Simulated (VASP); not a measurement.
Input of a VASP 6.6.1 run:

The input INCAR:

```
PREC = Accurate
ENCUT = 520
EDIFF = 1E-8
ISMEAR = -1
SIGMA = 0.02
LREAL = False
LASPH = True
NELM = 120
ALGO = Normal
ISIF = 2
LWAVE = False
LCHARG = False
GGA = PE
LEFG = True
NELECT = 47.0
NBANDS = 35
GGA_COMPAT = False
```

The input KPOINTS:

```
regular mesh
0
Gamma
  8 8 8
```

POSCAR

```
Al2O3
1.0
    2.3802500000      1.3742379782      4.3318666667
   -2.3802500000      1.3742379782      4.3318666667
    0.0000000000     -2.7484759565      4.3318666667
Al O
4 6
Direct
    0.3521600000      0.3521600000      0.3521600000
    0.1478400000      0.1478400000      0.1478400000
    0.6478400000      0.6478400000      0.6478400000
    0.8521600000      0.8521600000      0.8521600000
    0.5566800000      0.9433200000      0.2500000000
    0.2500000000      0.5566800000      0.9433200000
    0.9433200000      0.2500000000      0.5566800000
    0.4433200000      0.0566800000      0.7500000000
    0.7500000000      0.4433200000      0.0566800000
    0.0566800000      0.7500000000      0.4433200000
```

Potentials or basis: VASP PAW PBE potentials, release 64 (Al, O).

Run with:

```console
$ cat potpaw_PBE.64/Al/POTCAR potpaw_PBE.64/O/POTCAR > POTCAR
$ mpirun -np 1 vasp_std > vasp.out
```

(1) What does it give for the largest force?

Results:

(1) 0.161 eV/Å.

Caveat: the cell carries a net charge on a neutralising background, which shifts energy and pressure; without QUAD_EFG the Cq values of the log hold for a quadrupole moment of 1 mb, not for the nuclei; an odd number of electrons without spin polarisation forces a metal; a magnetic or distorted state may lie lower.
